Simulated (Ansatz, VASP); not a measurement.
Al3H: VASP beside Ansatz

INCAR

```
PREC     = Accurate       # precision mode
ENCUT    = 520            # plane-wave cutoff, eV
EDIFF    = 1E-6           # SCF threshold, eV
ISMEAR   = 0              # smearing method
SIGMA    = 0.1            # smearing width, eV
LREAL    = F              # projectors in reciprocal space
LASPH    = T              # aspherical terms in the spheres
NELM     = 100            # most SCF steps
ALGO     = Normal         # electronic algorithm
ISIF     = 2              # what is computed and relaxed
LWAVE    = F              # write WAVECAR
LCHARG   = T              # write CHGCAR
GGA      = PE             # functional
LELF     = T              # ELF
LVHAR    = T            
NBANDS   = 20             # bands
```

The input KPOINTS:

```
Automatic mesh
0
Gamma
  6 6 4
```

File POSCAR:

```
Al3H
1.0
    5.1642167000      0.0000000000      0.0000000000
   -2.5821083500      4.4723428600      0.0000000000
    0.0000000000      0.0000000000      4.1397522800
Al H
6 2
Direct
    0.1497133800      0.2994267600      0.7500000000
    0.8502866200      0.1497133800      0.2500000000
    0.8502866200      0.7005732400      0.2500000000
    0.1497133800      0.8502866200      0.7500000000
    0.7005732400      0.8502866200      0.7500000000
    0.2994267600      0.1497133800      0.2500000000
    0.6666666700      0.3333333300      0.7500000000
    0.3333333300      0.6666666700      0.2500000000
```

Input for Ansatz:

```yaml
crystal:
  lattice:
    - [5.1642167, 0.0, 0.0]
    - [-2.58210835, 4.47234286, 0.0]
    - [0.0, 0.0, 4.13975228]
  atoms:
    - { symbol: Al, position: [0.14971338, 0.29942676, 0.75] }
    - { symbol: Al, position: [0.85028662, 0.14971338, 0.25] }
    - { symbol: Al, position: [0.85028662, 0.70057324, 0.25] }
    - { symbol: Al, position: [0.14971338, 0.85028662, 0.75] }
    - { symbol: Al, position: [0.70057324, 0.85028662, 0.75] }
    - { symbol: Al, position: [0.29942676, 0.14971338, 0.25] }
    - { symbol: H, position: [0.66666667, 0.33333333, 0.75] }
    - { symbol: H, position: [0.33333333, 0.66666667, 0.25] }
basis:
  ecutwfc: 420
kpoints:
  mp_grid: { grid: [6, 6, 4] }
hamiltonian:
  xc: pbe
scf:
  occupations: { method: gaussian, width: 0.1 }
  lower_state_search: "off"
output:
  forces: true
  stress: true
  eigenvalues: true
```

Change from the starting cell: species swapped into the V3Sn type (P6_3/mmc, No. 194).

Alike in both runs: task single point; functional PBE; k mesh 6 × 6 × 4; occupations gaussian, width 0.1 eV; no spin polarisation.

|  | VASP | Ansatz |
| --- | --- | --- |
| version | VASP 6.6.1 | Ansatz 0.2.0 |
| potentials or method | VASP PAW PBE potentials, release 64 (Al, H), cutoff 520 eV | scalar-relativistic, plane waves, PAW |
| valence electrons in the cell | 20 | 20 |

|  | VASP | Ansatz | Ansatz less VASP |
| --- | --- | --- | --- |
| gap on the k mesh at the Fermi level (eV) | none | none | - |
| rms of the force components (eV/Å) | 2.887 | 2.887 | +0.0001 |

Atom by atom the forces differ by 0.000 eV/Å (rms over components). A gap of «none» marks a metal or a gap that the smearing closes.

The k mesh is coarse, so the values compare programs but aren't converged.
